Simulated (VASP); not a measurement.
Wanted: the native input for a VASP 6.6.1 run.

| Property | Result |
| --- | --- |
| Task | single point |
| Functional | PBE |
| Dispersion | D3(BJ) |
| Potentials or basis | VASP PAW PBE potentials, release 64 (Al, P) |
| Cutoff | 500 eV |
| k mesh | 6 × 6 × 6 |
| Occupations | gaussian, width 0.1 eV |
| Spin | no spin polarisation |
| Dipole correction | no |
| Further INCAR settings | ALGO = Normal; EDIFF = 1e-06; NBANDS = 11 |

The structure of AlP lies in POSCAR:

```
AlP
1.0
    0.0000000000      2.7350000000      2.7350000000
    2.7350000000      0.0000000000      2.7350000000
    2.7350000000      2.7350000000      0.0000000000
Al P
1 1
Direct
    0.0000000000      0.0000000000      0.0000000000
    0.2500000000      0.2500000000      0.2500000000
```

The input as run:

INCAR

```
ALGO = Normal ; EDIFF = 1E-6
ENCUT = 500 ; GGA = PE
GGA_COMPAT = F ; ISIF = 2
ISMEAR = 0 ; IVDW = 12
LASPH = T ; LCHARG = F
LREAL = F ; LWAVE = F
NBANDS = 11 ; NELM = 120
PREC = Accurate ; SIGMA = 0.1
```

KPOINTS

```
k-points
0
Gamma
  6 6 6
```

Potentials or basis: VASP PAW PBE potentials, release 64 (Al, P).

The run is started by

```bash
$ cat potpaw_PBE.64/Al/POTCAR potpaw_PBE.64/P/POTCAR > POTCAR
$ mpirun -np 1 vasp_std > vasp.out
```

It gave:

The pressure is -0.9 GPa and the band gap on the k mesh is 1.59 eV (least direct gap 3.26 eV). The dispersion energy per atom is -0.306 eV.

It took 7.2 s on 1 thread of Intel(R) Xeon(R) Platinum 8488C (Sapphire Rapids), with other jobs on the host, peak memory 0.15 GiB.
